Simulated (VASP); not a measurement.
Runs of VASP 6.6.1 on Sn. The structure is that of space group Fd-3m (No. 227), or close to it. The cells are those of the table. 

| task | cell | k mesh | cutoff (eV) | gap on the mesh (eV) | pressure (GPa) |
| --- | --- | --- | --- | --- | --- |
| single point | a = 4.573 Å, angles 60.0°, 2 atoms | 6 × 6 × 6 | 520 | none | 3.8 |
| single point | a = 4.609 Å, angles 60.0°, 2 atoms | 12 × 12 × 12 | 520 | none | 2.5 |
| single point | a = 4.706 Å, angles 60.0°, 2 atoms | 12 × 12 × 12 | 520 | none | 0.0 |
| single point | a = 4.573 Å, angles 60.0°, 2 atoms | 12 × 12 × 12 | 520 | none | 3.7 |
| single point | a = 4.560 Å, angles 60.0°, 2 atoms | 12 × 12 × 12 | 520 | none | (a) |
| relaxation of cell and atoms | relaxed from a = 4.706 Å, angles 60.0°, 2 atoms | 12 × 12 × 12 | 600 | none | 0.0 |

Alike in all rows: level PBE; potentials or basis VASP PAW PBE potentials, release 64 (Sn_d); no spin polarisation; smearing gaussian 0.1 eV.

Problem. Fill in the values left out.

Solution. (a) 4.2.

Caveats: spin-orbit coupling is left out, which moves the levels of the heavy elements; the relaxation stopped at its first step, so nothing moved (some runs).

A k mesh can miss the band edges, and the runs leave out spin-orbit coupling on Sn.

A gap of «none» marks levels without a gap at the run's occupations.
